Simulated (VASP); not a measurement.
Input of a VASP 6.6.1 run:

Contents of INCAR:

```
  PREC = Accurate
  ENCUT = 520
  EDIFF = 1E-6
  ISMEAR = 0
  SIGMA = 0.05
  LREAL = F
  LASPH = T
  NELM = 100
  ALGO = Normal
  ISIF = 2
  LWAVE = F
  LCHARG = T
  GGA = PE
  LELF = T
  LVHAR = T
  NBANDS = 26
```

File KPOINTS:

```
regular mesh
0
Gamma
  8 8 3
```

File POSCAR:

```
AlN
1.0
   -3.1110021516      0.0000000000      0.0000000000
   -1.5555010758     -2.6942068945      0.0000000000
   -2.7219713325     -1.5715308816      9.9560000000
Al N
4 4
Direct
   -0.1938240417     -0.1938240417      0.9037500000
    0.0978259583      0.0978259583      0.4037500000
    0.5769842917      0.5769842917      0.1537500000
    0.2853342917      0.2853342917      0.6537500000
    0.2771907083      0.2771907083      0.0962500000
   -0.0144592917     -0.0144592917      0.5962500000
    0.4646990417      0.4646990417      0.3462500000
    0.1730490417      0.1730490417      0.8462500000
```

Potentials or basis: VASP PAW PBE potentials, release 64 (Al, N).

Command:

```sh
$ cat potpaw_PBE.64/Al/POTCAR potpaw_PBE.64/N/POTCAR > POTCAR
$ mpirun -np 1 vasp_std > vasp.out
```

Problem. What does it give for the pressure?

Solution. 2.6 GPa.

Problem. What does it give for the largest force?

Solution. 2.035 eV/Å.

Problem. What does it give for the band gap on the k mesh?

Solution. 3.05 eV, indirect (least direct gap 3.31 eV).

Stress tensor (GPa, compression positive):
```
 1.00  3.04  0.28
 3.04 -2.51  0.16
 0.28  0.16  9.17
```

Caveat: forces of over 1 eV/Å act on the atoms, so gaps and moduli don't describe the material at rest. A k mesh can miss the band edges.
